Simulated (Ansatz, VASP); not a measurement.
## ZrO2: VASP beside Ansatz

```xyz
3
Lattice="0.0000 2.5321 2.5321 2.5321 0.0000 2.5321 2.5321 2.5321 0.0000" Properties=species:S:1:pos:R:3 pbc="T T T"
Zr    0.0000    0.0000    0.0000
O     1.2660    1.2660    1.2660
O     3.7981    3.7981    3.7981
```

Alike in both runs: task single point; functional PBE; k mesh 8 × 8 × 8; no spin polarisation.

```csv
,VASP,Ansatz
version,VASP 6.6.1,Ansatz 0.2.0
potentials or method,"VASP PAW PBE potentials, release 64 (Zr_sv, O)","plane waves, PAW"
plane-wave cutoff (eV),600,420
occupations,"gaussian, width 0.01 eV",fixed
valence electrons in the cell,24,24
```

|  | VASP | Ansatz | Ansatz less VASP |
| --- | --- | --- | --- |
| gap on the k mesh at the Fermi level (eV) | 3.40 | 3.40 | +0.006 |
| pressure (GPa) | 7.8 | 7.7 | -0.10 |
